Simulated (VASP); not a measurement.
# Pt (I4/mmm) in VASP: notebook, part 2 of 2

VASP 6.6.1. Earlier steps stand in the parts before.

### Step 3. Single point, PBEsol

The input, INCAR:

```
  ALGO = Fast
  EDIFF = 1E-6
  ENCUT = 520
  GGA = PS
  ISIF = 2
  ISMEAR = 0
  LASPH = True
  LCHARG = True
  LELF = True
  LREAL = False
  LVHAR = True
  LWAVE = False
  NBANDS = 11
  NELM = 60
  PREC = Accurate
  SIGMA = 0.15
```

The input, KPOINTS:

```
k-points
0
Gamma
  24 24 24
```

The input, POSCAR:

```
Pt
1.0
   -1.5586635955      1.5586635955      1.6365967753
    1.5586635955     -1.5586635955      1.6365967753
    1.5586635955      1.5586635955     -1.6365967753
Pt
1
Direct
    0.0000000000      0.0000000000      0.0000000000
```

Potentials or basis: VASP PAW PBE potentials, release 64 (Pt).

The run is started by

```sh
$ cat potpaw_PBE.64/Pt/POTCAR > POTCAR
$ mpirun -np 1 vasp_std > vasp.out
```

OUTCAR:

```text
EDIFF = 1E-6
   ENCUT = 520
   GGA = PS
   ISIF = 2
   ISMEAR = 0
   LASPH = True
   LREAL = False
   NELM = 60
   PREC = Accurate

 ion  position               nearest neighbor table
   1  0.000  0.000  0.000-

  LATTYP: Found a body centered tetragonal cell.
 ALAT       =     3.1173271910
 C/A-ratio  =     1.0500000000

  Lattice vectors:

 A1 = (  -1.5586635955,   1.5586635955,   1.6365967753)
 A2 = (   1.5586635955,  -1.5586635955,   1.6365967753)
 A3 = (   1.5586635955,   1.5586635955,  -1.6365967753)

Analysis of symmetry for initial positions (statically):
=====================================================================
 Subroutine PRICEL returns:
 Original cell was already a primitive cell.

 Routine SETGRP: Setting up the symmetry group for a
 body centered tetragonal supercell.

 Subroutine GETGRP returns: Found 16 space group operations
 (whereof 16 operations were pure point group operations)
 out of a pool of 16 trial point group operations.

The static configuration has the point symmetry D_4h.

Analysis of symmetry for dynamics (positions and initial velocities):
=====================================================================
 Subroutine PRICEL returns:
 Original cell was already a primitive cell.

 Routine SETGRP: Setting up the symmetry group for a
 body centered tetragonal supercell.

 Subroutine GETGRP returns: Found 16 space group operations
 (whereof 16 operations were pure point group operations)
 out of a pool of 16 trial point group operations.

The dynamic configuration has the point symmetry D_4h.

 Subroutine INISYM returns: Found 16 space group operations
 (whereof 16 operations are pure point group operations),
 and found     1 'primitive' translations

----------------------------------------------------------------------------------------

                                     Primitive cell

  volume of cell :      15.9040

  direct lattice vectors                    reciprocal lattice vectors
    -1.558663596  1.558663596  1.636596775     0.000000000  0.320787630  0.305512028
     1.558663596 -1.558663596  1.636596775     0.320787630  0.000000000  0.305512028
     1.558663596  1.558663596 -1.636596775     0.320787630  0.320787630  0.000000000

  length of vectors
     2.745416801  2.745416801  2.745416801     0.442992441  0.442992441  0.453662216

  position of ions in fractional coordinates (direct lattice)
     0.000000000  0.000000000  0.000000000

  ion indices of the primitive-cell ions
   primitive index   ion index
                 1           1

----------------------------------------------------------------------------------------

 KPOINTS: k-points

Automatic generation of k-mesh.
 Grid dimensions read from file:
 generate k-points for:   24   24   24

 Generating k-lattice:

  Cartesian coordinates                     Fractional coordinates (reciprocal lattice)
     0.000000000  0.013366151  0.012729668     0.041666667 -0.000000000  0.000000000
     0.013366151  0.000000000  0.012729668    -0.000000000  0.041666667  0.000000000
     0.013366151  0.013366151  0.000000000     0.000000000  0.000000000  0.041666667

  Length of vectors
     0.018458018  0.018458018  0.018902592

  Shift w.r.t. Gamma in fractional coordinates (k-lattice)
     0.000000000  0.000000000  0.000000000

 Subroutine IBZKPT returns following result:
 ===========================================

 Found   1063 irreducible k-points:

 Following reciprocal coordinates:
            Coordinates               Weight
  0.000000  0.000000  0.000000      1.000000
  0.041667  0.000000  0.000000      8.000000
  0.083333  0.000000 -0.000000      8.000000
  0.125000  0.000000 -0.000000      8.000000
  0.166667  0.000000  0.000000      8.000000
  0.208333  0.000000  0.000000      8.000000
[... 16 lines left out ...]
  0.416667  0.041667 -0.000000     16.000000
  0.458333  0.041667  0.000000     16.000000
 [... further k-points ...]
   k-points           NKPTS =   1063   k-points in BZ     NKDIM =   1063   number of bands    NBANDS=     11
   number of dos      NEDOS =    301   number of ions     NIONS =      1
   total plane-waves  NPLWV =   8000
   dimension x,y,z NGX =    20 NGY =   20 NGZ =   20
   dimension x,y,z NGXF=    40 NGYF=   40 NGZF=   40
   ions per type =               1
   NGX,Y,Z   is equivalent  to a cutoff of  12.11, 12.11, 12.11 a.u.
   NGXF,Y,Z  is equivalent  to a cutoff of  24.22, 24.22, 24.22 a.u.
 SYSTEM =  unknown system
   PREC   = accura    normal or accurate (medium, high low for compatibility)
   ISTART =      0    job   : 0-new  1-cont  2-samecut
   ICHARG =      2    charge: 1-file 2-atom 10-const
   ISPIN  =      1    spin polarized calculation?
   LNONCOLLINEAR =      F non collinear calculations
   LSORBIT =      F    spin-orbit coupling
   LASPH  =      T    aspherical Exc in radial PAW
   ENCUT  =  520.0 eV  38.22 Ry    6.18 a.u.   5.10  5.10  5.10*2*pi/ulx,y,z
   NELM   =     60;   NELMIN=  2; NELMDL= -5     # of ELM steps
   EDIFF  = 0.1E-05   stopping-criterion for ELM
   LREAL  =      F    real-space projection
[... 7 lines left out ...]
   TEBEG  =    0.0;   TEEND  =   0.0 temperature during run
   PSTRESS=    0.0 pullay stress
   NELECT =      10.0000    total number of electrons
   NUPDOWN=      -1.0000    fix difference up-down
   EMIN   =  10.00;   EMAX   =-10.00  energy-range for DOS
   EFERMI =   0.00;   METHOD = LEGACY
   ISMEAR =     0;   SIGMA  =   0.15  broadening in eV -4-tet -1-fermi 0-gaus
   EFERMI_NEDOS =   21; number of points for ismear=-14 and -15
   IALGO  =     68    algorithm
   IMIX   =      4    mixing-type and parameters
     AMIX     =   0.40;   BMIX     =  1.00
     AMIX_MAG =   1.60;   BMIX_MAG =  1.00
  volume/ion in A,a.u.               =      15.90       107.33
  Fermi-wavevector in a.u.,A,eV,Ry     =   1.402510  2.650360 26.763132  1.967035
  Thomas-Fermi vector in A             =   2.525265
   LORBIT       =      0    0 simple, 1 ext, 2 COOP (PROOUT), +10 PAW based schemes
   GGA     = PS    functional components
   LHFCALC =     F    Hartree Fock is set to
   AEXX    =    0.0000 exact exchange contribution
   IVDW    =     0    specifies the selected vdW correction
   LEPSILON=     F    determine dielectric tensor
   LRPA    =     F    only Hartree local field effects (RPA)
 non-spin polarized calculation
 RMM-DIIS sequential band-by-band and
 Gauss-broadening in eV      SIGMA  =   0.15
  energy-cutoff  :      520.00
  volume of cell :       15.90
 maximum number of plane-waves:       444
   NGX = 11   NGY = 11   NGZ = 11

 number of electron      10.0000001 magnetization

 Free energy of the ion-electron system (eV)
  ---------------------------------------------------
  ext. energy  EPLUGINS =         0.00000000
  ---------------------------------------------------
  free energy    TOTEN  =        -6.83607591 eV

  energy without entropy =       -6.82276779  energy(sigma->0) =       -6.82942185

 E-fermi :   9.9218     XC(G=0): -13.3085

 val. band max:        9.9198468333   @ k =  -0.3333  -0.3750   0.2500
 cond. band min:       9.9222029705   @ k =  -0.3750   0.0833   0.0417
 fundamental gap:      0.0023561372
 Fermi energy:         9.9218113515

 k-point     1 :       0.0000    0.0000    0.0000
  band No.  band energies     occupation
      1       0.4054      2.00000
      2       6.3352      2.00000
      3       6.3352      2.00000
      4       6.7298      2.00000
      5       8.6615      2.00000
      6       9.1577      2.00000
      7      26.4139      0.00000
      8      27.3046      0.00000
      9      27.3046      0.00000
     10      35.8531      0.00000
     11      36.5587      0.00000

 k-point     2 :       0.0417    0.0000    0.0000
  band No.  band energies     occupation
      1       0.4749      2.00000
      2       6.3371      2.00000
      3       6.3492      2.00000
      4       6.7446      2.00000
      5       8.6378      2.00000
      6       9.1443      2.00000
      7      26.4801      0.00000
      8      27.3299      0.00000
      9      27.4055      0.00000
     10      34.7610      0.00000
     11      36.2175      0.00000
[... 295 lines left out ...]
 k-point    24 :       0.4583    0.0417    0.0000
  band No.  band energies     occupation
      1       3.4012      2.00000
      2       5.2122      2.00000
      3       8.4861      2.00000
      4       9.0175      2.00000
      5       9.8689      1.38227
      6      11.2101      0.00000
      7      16.0835      0.00000
      8      23.3852      0.00000
      9      25.9082      0.00000
     10      33.3439      0.00000
     11      34.8665      0.00000

 [... further k-points ...]

------------------------ aborting loop because EDIFF is reached ----------------------------------------

  FORCE on cell =-STRESS in cart. coord.  units (eV):
  Direction    XX          YY          ZZ          XY          YZ          ZX
  --------------------------------------------------------------------------------------
  -------------------------------------------------------------------------------------
  Total       -1.2637740     -1.2637740     -0.8755863      0.0000000      0.0000000      0.0000000
  in kB     -127.3132310   -127.3132310    -88.2070043      0.0000000      0.0000000      0.0000000
  external PRESSURE =    -114.2778221 kB  Pullay stress =       0.0000000 kB

 VOLUME and BASIS-vectors are now :
 -----------------------------------------------------------------------------
  energy-cutoff  :      520.00
  volume of cell :       15.90
      direct lattice vectors                 reciprocal lattice vectors
    -1.558663596  1.558663596  1.636596775     0.000000000  0.320787630  0.305512028
     1.558663596 -1.558663596  1.636596775     0.320787630  0.000000000  0.305512028
     1.558663596  1.558663596 -1.636596775     0.320787630  0.320787630  0.000000000

 POSITION                                       TOTAL-FORCE (eV/Angst)
 -----------------------------------------------------------------------------------
      0.00000      0.00000      0.00000         0.000000      0.000000      0.000000
 -----------------------------------------------------------------------------------
    total drift:                                0.000000     -0.000000      0.000000

  FREE ENERGIE OF THE ION-ELECTRON SYSTEM (eV)
  ---------------------------------------------------
  free  energy   TOTEN  =        -6.8360759110 eV

  energy  without entropy=       -6.8227677857  energy(sigma->0) =       -6.82942185
```

OSZICAR:

```text
N       E                     dE             d eps       ncg     rms          rms(c)
DAV:   1     0.382179231188E+02    0.38218E+02   -0.53054E+03 24050   0.839E+02
DAV:   2    -0.666540444976E+01   -0.44883E+02   -0.42815E+02 26652   0.173E+02
DAV:   3    -0.727519514768E+01   -0.60979E+00   -0.60549E+00 27429   0.192E+01
DAV:   4    -0.727758384872E+01   -0.23887E-02   -0.23885E-02 27156   0.141E+00
DAV:   5    -0.727760318143E+01   -0.19333E-04   -0.19333E-04 27696   0.118E-01    0.111E+01
RMM:   6    -0.687552137181E+01    0.40208E+00   -0.41518E-01 23452   0.539E+00    0.566E+00
RMM:   7    -0.683965824684E+01    0.35863E-01   -0.63675E-02 24614   0.227E+00    0.238E+00
RMM:   8    -0.683646802328E+01    0.31902E-02   -0.79516E-03 25384   0.793E-01    0.640E-01
RMM:   9    -0.683605947259E+01    0.40855E-03   -0.10304E-03 27053   0.276E-01    0.378E-02
RMM:  10    -0.683607501037E+01   -0.15538E-04   -0.14363E-04 27250   0.917E-02    0.430E-02
RMM:  11    -0.683607538110E+01   -0.37073E-06   -0.14405E-05 27245   0.271E-02    0.157E-02
RMM:  12    -0.683607591099E+01   -0.52989E-06   -0.45319E-06 23589   0.153E-02
   1 F= -.68360759E+01 E0= -.68294218E+01  d E =-.133081E-01
```

stdout:

```text
POSCAR found type information on POSCAR Pt
 POSCAR found :  1 types and       1 ions
 scaLAPACK will be used
 -----------------------------------------------------------------------------
|                                                                             |
|                                                                             |
|     You enforced a specific xc type in the INCAR file but a different       |
|     I HOPE YOU KNOW WHAT YOU ARE DOING!                                     |
|                                                                             |
 -----------------------------------------------------------------------------

 LDA part: xc-table for (Slater+PW92), standard interpolation
 POSCAR, INCAR and KPOINTS ok, starting setup
 FFT: planning ... GRIDC
 FFT: planning ... GRID_SOFT
 FFT: planning ... GRID
 WAVECAR not read
 entering main loop
```

Run time: 51 s. Hardware: 1 thread of Intel Xeon 6975P-C (Granite Rapids), shared host; peak memory 0.28 GiB.

Results:

```yaml
Free_energy: -6.8361 eV
Pressure: -11.4 GPa
Band_gap_on_the_k_mesh: zero (bands 5 and 6 overlap by 2.14 eV)
```

Caveat: the cell stands under tension; the PAW data sets were made with another functional, which shifts forces and pressure a little; spin-orbit coupling is left out, which moves the levels of the heavy elements.
